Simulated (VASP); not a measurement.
# Nb (Im-3m) in VASP: further runs

Nb is run at these levels: PBEsol; tasks: single point, relaxation of cell and atoms.

Everything below comes from runs of VASP 6.6.1. Logs are shortened: lines on timing, memory, paths and dates and some standing lists are left out, and cuts for length are marked.

### 1 The cell of the first run

The structure is cubic, space group Im-3m (No. 229). Conventional cell: a = 3.039 Å, b = 3.039 Å, c = 3.039 Å, α = 90.00°, β = 90.00°, γ = 90.00°. Nb (site symmetry m-3m) has 14 Nb at 2.63 to 3.04 Å within 3.5 Å.

### 2 Single point, PBEsol

Input file INCAR:

```
SYSTEM = Nb
PREC = Accurate ; ENCUT = 520
EDIFF = 1E-6 ; ISMEAR = 0
SIGMA = 0.1 ; LREAL = .FALSE.
LASPH = .TRUE. ; NELM = 100
ALGO = Fast ; ISIF = 2
LWAVE = .FALSE. ; LCHARG = .FALSE.
GGA = PS ; NBANDS = 12
```

Input file KPOINTS:

```
regular mesh
0
G
  20 20 20
  0 0 0
```

Input file POSCAR:

```
Nb
1.0
   -1.5194426460      1.5194426460      1.5194426460
    1.5194426460     -1.5194426460      1.5194426460
    1.5194426460      1.5194426460     -1.5194426460
Nb
1
Direct
    0.0000000000      0.0000000000      0.0000000000
```

Potentials or basis: VASP PAW PBE potentials, release 64 (Nb_sv).

Launch:

```
$ cat potpaw_PBE.64/Nb_sv/POTCAR > POTCAR
$ mpirun -np 1 vasp_std > vasp.out
```

OUTCAR:

```text
SYSTEM = Nb
   PREC = Accurate
   ENCUT = 520
   EDIFF = 1E-6
   ISMEAR = 0
   LREAL = .FALSE.
   LASPH = .TRUE.
   NELM = 100
   ISIF = 2
   GGA = PS

 ion  position               nearest neighbor table
   1  0.000  0.000  0.000-

  LATTYP: Found a body centered cubic cell.
 ALAT       =     3.0388852920

  Lattice vectors:

 A1 = (  -1.5194426460,   1.5194426460,   1.5194426460)
 A2 = (   1.5194426460,  -1.5194426460,   1.5194426460)
 A3 = (   1.5194426460,   1.5194426460,  -1.5194426460)

Analysis of symmetry for initial positions (statically):
=====================================================================
 Subroutine PRICEL returns:
 Original cell was already a primitive cell.

 Routine SETGRP: Setting up the symmetry group for a
 body centered cubic supercell.

 Subroutine GETGRP returns: Found 48 space group operations
 (whereof 48 operations were pure point group operations)
 out of a pool of 48 trial point group operations.

The static configuration has the point symmetry O_h .

Analysis of symmetry for dynamics (positions and initial velocities):
=====================================================================
 Subroutine PRICEL returns:
 Original cell was already a primitive cell.

 Routine SETGRP: Setting up the symmetry group for a
 body centered cubic supercell.

 Subroutine GETGRP returns: Found 48 space group operations
 (whereof 48 operations were pure point group operations)
 out of a pool of 48 trial point group operations.

The dynamic configuration has the point symmetry O_h .

 Subroutine INISYM returns: Found 48 space group operations
 (whereof 48 operations are pure point group operations),
 and found     1 'primitive' translations

----------------------------------------------------------------------------------------

                                     Primitive cell

  volume of cell :      14.0318

  direct lattice vectors                    reciprocal lattice vectors
    -1.519442646  1.519442646  1.519442646     0.000000000  0.329068031  0.329068031
     1.519442646 -1.519442646  1.519442646     0.329068031  0.000000000  0.329068031
     1.519442646  1.519442646 -1.519442646     0.329068031  0.329068031  0.000000000

  length of vectors
     2.631751862  2.631751862  2.631751862     0.465372473  0.465372473  0.465372473

  position of ions in fractional coordinates (direct lattice)
     0.000000000  0.000000000  0.000000000

  ion indices of the primitive-cell ions
   primitive index   ion index
                 1           1

----------------------------------------------------------------------------------------

 KPOINTS: regular mesh

Automatic generation of k-mesh.
 Grid dimensions read from file:
 generate k-points for:   20   20   20

 Generating k-lattice:

  Cartesian coordinates                     Fractional coordinates (reciprocal lattice)
     0.000000000  0.016453402  0.016453402     0.050000000  0.000000000  0.000000000
     0.016453402  0.000000000  0.016453402     0.000000000  0.050000000  0.000000000
     0.016453402  0.016453402  0.000000000     0.000000000  0.000000000  0.050000000

  Length of vectors
     0.023268624  0.023268624  0.023268624

  Shift w.r.t. Gamma in fractional coordinates (k-lattice)
     0.000000000  0.000000000  0.000000000

 Subroutine IBZKPT returns following result:
 ===========================================

 Found    256 irreducible k-points:

 Following reciprocal coordinates:
            Coordinates               Weight
  0.000000  0.000000  0.000000      1.000000
  0.050000  0.000000  0.000000     12.000000
  0.100000  0.000000  0.000000     12.000000
  0.150000  0.000000  0.000000     12.000000
  0.200000  0.000000  0.000000     12.000000
  0.250000  0.000000  0.000000     12.000000
[... 16 lines left out ...]
  0.200000  0.100000  0.000000     48.000000
  0.250000  0.100000  0.000000     48.000000
 [... further k-points ...]
   k-points           NKPTS =    256   k-points in BZ     NKDIM =    256   number of bands    NBANDS=     12
   number of dos      NEDOS =    301   number of ions     NIONS =      1
   total plane-waves  NPLWV =   8000
   dimension x,y,z NGX =    20 NGY =   20 NGZ =   20
   dimension x,y,z NGXF=    40 NGYF=   40 NGZF=   40
   ions per type =               1
   NGX,Y,Z   is equivalent  to a cutoff of  12.63, 12.63, 12.63 a.u.
   NGXF,Y,Z  is equivalent  to a cutoff of  25.27, 25.27, 25.27 a.u.
 SYSTEM =  Nb
   PREC   = accura    normal or accurate (medium, high low for compatibility)
   ISTART =      0    job   : 0-new  1-cont  2-samecut
   ICHARG =      2    charge: 1-file 2-atom 10-const
   ISPIN  =      1    spin polarized calculation?
   LNONCOLLINEAR =      F non collinear calculations
   LSORBIT =      F    spin-orbit coupling
   LASPH  =      T    aspherical Exc in radial PAW
   ENCUT  =  520.0 eV  38.22 Ry    6.18 a.u.   4.89  4.89  4.89*2*pi/ulx,y,z
   NELM   =    100;   NELMIN=  2; NELMDL= -5     # of ELM steps
   EDIFF  = 0.1E-05   stopping-criterion for ELM
   LREAL  =      F    real-space projection
   EDIFFG = 0.1E-04   stopping-criterion for IOM
   NSW    =      0    number of steps for IOM
   IBRION =     -1    ionic relax: 0-MD 1-quasi-New 2-CG
   NFREE  =      0    steps in history (QN), initial steepest desc. (CG)
   ISIF   =      2    stress and relaxation
   ISYM   =      2    0-nonsym 1-usesym 2-fastsym
   POTIM  = 0.5000    time-step for ionic-motion
   TEBEG  =    0.0;   TEEND  =   0.0 temperature during run
   PSTRESS=    0.0 pullay stress
   NELECT =      13.0000    total number of electrons
   NUPDOWN=      -1.0000    fix difference up-down
   EMIN   =  10.00;   EMAX   =-10.00  energy-range for DOS
   EFERMI =   0.00;   METHOD = LEGACY
   ISMEAR =     0;   SIGMA  =   0.10  broadening in eV -4-tet -1-fermi 0-gaus
   EFERMI_NEDOS =   21; number of points for ismear=-14 and -15
   IALGO  =     68    algorithm
   IMIX   =      4    mixing-type and parameters
     AMIX     =   0.40;   BMIX     =  1.00
     AMIX_MAG =   1.60;   BMIX_MAG =  1.00
  volume/ion in A,a.u.               =      14.03        94.69
  Fermi-wavevector in a.u.,A,eV,Ry     =   1.595946  3.015901 34.654651  2.547045
  Thomas-Fermi vector in A             =   2.693786
   LORBIT       =      0    0 simple, 1 ext, 2 COOP (PROOUT), +10 PAW based schemes
   GGA     = PS    functional components
   LHFCALC =     F    Hartree Fock is set to
   AEXX    =    0.0000 exact exchange contribution
   IVDW    =     0    specifies the selected vdW correction
   LEPSILON=     F    determine dielectric tensor
   LRPA    =     F    only Hartree local field effects (RPA)
 non-spin polarized calculation
 RMM-DIIS sequential band-by-band and
 Gauss-broadening in eV      SIGMA  =   0.10
  energy-cutoff  :      520.00
  volume of cell :       14.03
 maximum number of plane-waves:       394
   NGX =  9   NGY =  9   NGZ =  9

 number of electron      12.9999999 magnetization

 Free energy of the ion-electron system (eV)
  ---------------------------------------------------
  ext. energy  EPLUGINS =         0.00000000
  ---------------------------------------------------
  free energy    TOTEN  =       -10.40559252 eV

  energy without entropy =      -10.39801944  energy(sigma->0) =      -10.40180598

 E-fermi :  14.9551     XC(G=0): -13.9794

 val. band max:       14.9545987440   @ k =   0.2500   0.1000   0.0500
 cond. band min:      14.9564235823   @ k =   0.2500   0.1000   0.1000
 fundamental gap:      0.0018248383
 Fermi energy:        14.9550924876

 k-point     1 :       0.0000    0.0000    0.0000
  band No.  band energies     occupation
      1     -39.2801      2.00000
      2     -13.7663      2.00000
      3     -13.7663      2.00000
      4     -13.7663      2.00000
      5       8.7241      2.00000
      6      15.1083      0.03030
      7      15.1083      0.03030
      8      15.1083      0.03030
      9      18.9275      0.00000
     10      18.9275      0.00000
     11      29.7029      0.00000
     12      29.7029      0.00000

 k-point     2 :       0.0500    0.0000    0.0000
  band No.  band energies     occupation
      1     -39.2651      2.00000
      2     -13.8455      2.00000
      3     -13.7891      2.00000
      4     -13.7675      2.00000
      5       8.8667      2.00000
      6      15.0136      0.40804
      7      15.0875      0.06116
      8      15.2459      0.00004
      9      18.7599      0.00000
     10      18.9220      0.00000
     11      29.8363      0.00000
     12      29.9422      0.00000

 k-point     3 :       0.1000    0.0000    0.0000
  band No.  band energies     occupation
      1     -39.2215      2.00000
      2     -14.0718      2.00000
      3     -13.8546      2.00000
      4     -13.7709      2.00000
      5       9.2695      2.00000
      6      14.7512      1.99607
      7      15.0055      0.47613
      8      15.6547      0.00000
      9      18.3984      0.00000
     10      18.9148      0.00000
     11      30.1991      0.00000
     12      30.6399      0.00000

 k-point     4 :       0.1500    0.0000    0.0000
  band No.  band energies     occupation
      1     -39.1529      2.00000
      2     -14.4144      2.00000
      3     -13.9552      2.00000
      4     -13.7762      2.00000
      5       9.8493      2.00000
      6      14.3731      2.00000
      7      14.8426      1.88852
      8      16.3210      0.00000
      9      18.1172      0.00000
     10      18.9280      0.00000
     11      30.6494      0.00000
     12      31.7349      0.00000

 k-point     5 :       0.2000    0.0000    0.0000
  band No.  band energies     occupation
      1     -39.0651      2.00000
      2     -14.8312      2.00000
      3     -14.0797      2.00000
      4     -13.7831      2.00000
      5      10.4388      2.00000
      6      13.9398      2.00000
      7      14.7069      1.99955
      8      17.2220      0.00000
      9      18.0819      0.00000
     10      18.9867      0.00000
     11      30.9173      0.00000
     12      33.1672      0.00000
[... 228 lines left out ...]
      1     -39.1140      2.00000
      2     -14.5914      2.00000
      3     -13.9600      2.00000
      4     -13.8434      2.00000
      5      10.1875      2.00000
      6      14.3402      2.00000
      7      14.4606      2.00000
      8      16.8548      0.00000
      9      17.8096      0.00000
     10      19.1627      0.00000
     11      30.9400      0.00000
     12      32.3117      0.00000

 k-point    22 :       0.1500    0.1000   -0.0000
  band No.  band energies     occupation
      1     -39.0300      2.00000
      2     -14.9596      2.00000
      3     -14.0848      2.00000
      4     -13.8688      2.00000
      5      10.7802      2.00000
      6      13.9588      2.00000
      7      14.2319      2.00000
      8      17.6789      0.00000
      9      17.8605      0.00000
     10      19.3675      0.00000
     11      31.4426      0.00000
     12      32.8724      0.00000

 k-point    23 :       0.2000    0.1000    0.0000
  band No.  band energies     occupation
      1     -38.9354      2.00000
      2     -15.3503      2.00000
      3     -14.2380      2.00000
      4     -13.8846      2.00000
      5      11.1664      2.00000
      6      13.5334      2.00000
      7      14.3245      2.00000
      8      17.8120      0.00000
      9      19.0283      0.00000
     10      19.5855      0.00000
     11      31.2408      0.00000
     12      33.3342      0.00000

 k-point    24 :       0.2500    0.1000    0.0000
  band No.  band energies     occupation
      1     -38.8392      2.00000
      2     -15.7275      2.00000
      3     -14.3935      2.00000
      4     -13.8972      2.00000
      5      11.1603      2.00000
      6      13.1630      2.00000
      7      14.8763      1.73469
      8      18.1264      0.00000
      9      19.7813      0.00000
     10      20.3606      0.00000
     11      30.4041      0.00000
     12      33.2977      0.00000

 [... further k-points ...]

------------------------ aborting loop because EDIFF is reached ----------------------------------------

  FORCE on cell =-STRESS in cart. coord.  units (eV):
  Direction    XX          YY          ZZ          XY          YZ          ZX
  --------------------------------------------------------------------------------------
  -------------------------------------------------------------------------------------
  Total        5.2414345      5.2414345      5.2414345      0.0000000     -0.0000000      0.0000000
  in kB      598.4774848    598.4774848    598.4774848      0.0000000     -0.0000000      0.0000000
  external PRESSURE =     598.4774848 kB  Pullay stress =       0.0000000 kB

 VOLUME and BASIS-vectors are now :
 -----------------------------------------------------------------------------
  energy-cutoff  :      520.00
  volume of cell :       14.03
      direct lattice vectors                 reciprocal lattice vectors
    -1.519442646  1.519442646  1.519442646     0.000000000  0.329068031  0.329068031
     1.519442646 -1.519442646  1.519442646     0.329068031  0.000000000  0.329068031
     1.519442646  1.519442646 -1.519442646     0.329068031  0.329068031  0.000000000

 POSITION                                       TOTAL-FORCE (eV/Angst)
 -----------------------------------------------------------------------------------
      0.00000      0.00000      0.00000        -0.000000     -0.000000     -0.000000
 -----------------------------------------------------------------------------------
    total drift:                                0.000000     -0.000000      0.000000

  FREE ENERGIE OF THE ION-ELECTRON SYSTEM (eV)
  ---------------------------------------------------
  free  energy   TOTEN  =       -10.4055925216 eV

  energy  without entropy=      -10.3980194441  energy(sigma->0) =      -10.40180598
```

It took 35 s on 1 thread of Intel Xeon 6975P-C (Granite Rapids), shared host; peak memory 0.16 GiB.

What came out:

```
Free energy            : -10.4056 eV
Pressure               : 59.8 GPa
Band gap on the k mesh : zero (an odd number of electrons rules out a gap without spin polarisation)
```

Caveat: the cell stands under pressure; the PAW data sets were made with another functional, which shifts forces and pressure a little.

### 3 Relaxation of cell and atoms, PBEsol, target pressure 30 GPa, at which the enthalpy is minimised

This run uses another cell than the first one, of 15.32 Å³/atom.

Input file INCAR:

```
PREC = Accurate
ENCUT = 600
EDIFF = 1E-7
ISMEAR = 0
SIGMA = 0.1
LREAL = F
LASPH = T
NELM = 100
ALGO = Normal
ISIF = 3
LWAVE = F
LCHARG = F
GGA = PS
IBRION = 2
NSW = 70
EDIFFG = -0.008
PSTRESS = 300.0
```

Input file KPOINTS:

```
regular mesh
0
Gamma
  18 18 18
```

Input file POSCAR:

```
Nb
1.0
   -1.5646367933      1.5646367933      1.5646367933
    1.5646367933     -1.5646367933      1.5646367933
    1.5646367933      1.5646367933     -1.5646367933
Nb
1
Direct
    0.0000000000      0.0000000000      0.0000000000
```

Potentials or basis: VASP PAW PBE potentials, release 64 (Nb_sv).

Launch:

```
$ cat potpaw_PBE.64/Nb_sv/POTCAR > POTCAR
$ mpirun -np 1 vasp_std > vasp.out
```

Wall time 33 s (1 thread of Intel Xeon 6975P-C (Granite Rapids), shared host); peak memory 0.17 GiB.

It converged, with:

| Item | Value |
| --- | --- |
| Free energy | -10.7708 eV |
| Relaxed volume | 15.33 Å³/atom |
| Relaxed cell | a = 2.711 Å, b = 2.711 Å, c = 2.711 Å, α = 109.47°, β = 109.47°, γ = 109.47° |
| Space group after relaxing (to 0.1 Å) | Im-3m (No. 229) |
| Energy change on relaxing (the run minimises the enthalpy) | -1.9 meV/atom |
| Ionic steps | 3 |
| Pressure after relaxing | 30.0 GPa |
| Band gap on the k mesh | zero (an odd number of electrons rules out a gap without spin polarisation) |

The path:
| step | energy change (eV) | largest force (eV/Å) | pressure (GPa) | volume (Å³) |
| --- | --- | --- | --- | --- |
| 1 | 0.0000 | 0.0000 | 30.20 | 15.32 |
| 2 | -0.0080 | 0.0000 | 29.40 | 15.36 |
| 3 | -0.0019 | 0.0000 | 29.99 | 15.33 |

Final structure:
```
CELL_PARAMETERS angstrom
-1.56498 1.56498 1.56498
1.56498 -1.56498 1.56498
1.56498 1.56498 -1.56498
ATOMIC_POSITIONS crystal
Nb 0.00000 0.00000 0.00000
```

Levels at points of the mesh, in eV from the Fermi level:
```tsv
k point	band 2	band 3	band 4	band 5	band 6	band 7	band 8	band 9	band 10
(0.00, 0.00, 0.00)	-29.04	-29.04	-29.04	-6.22	0.24	0.24	0.24	3.72	3.72
(0.50, 0.00, 0.00)	-31.27	-29.73	-29.08	-4.51	-2.26	3.21	3.89	4.72	7.80
(0.50, 0.50, 0.50)	-30.53	-30.53	-30.53	-4.82	-4.82	6.79	6.79	6.79	10.52
```

Caveat: the cell is relaxed towards a set pressure, so the run minimises the enthalpy, not the energy; the PAW data sets were made with another functional, which shifts forces and pressure a little.

[end of part 1 of 2]
